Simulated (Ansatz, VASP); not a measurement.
Pt: VASP beside Ansatz

```xyz
2
Lattice="0.0000 2.8899 2.8899 2.8899 0.0000 2.8899 2.8899 2.8899 0.0000" Properties=species:S:1:pos:R:3 pbc="T T T"
Pt    0.7225    0.7225    0.7225
Pt    5.0573    5.0573    5.0573
```

Alike in both runs: functional PBE; k mesh 10 × 10 × 10; occupations fermi-dirac, width 0.1 eV; no spin polarisation.

Ansatz relaxed the structure, and its values are those at the end. VASP's run is a single point on that final structure, the one shown.

```csv
,VASP,Ansatz
version,VASP 6.6.1,Ansatz 0.2.0
potentials or method,"VASP PAW PBE potentials, release 64 (Pt), cutoff 520 eV","plane waves (420 eV) with PAW, scalar-relativistic"
valence electrons in the cell,20,36
```

```tsv
	VASP	Ansatz	Ansatz less VASP
pressure (GPa)	-0.4	0.0	+0.40
```

With one functional, cell and mesh, what is left measures potentials, basis and numerics. VASP's potentials hold 20 valence electrons a cell and Ansatz's 36, so a difference there can come from the potentials and not from the codes.

Neither program's run includes spin-orbit coupling.
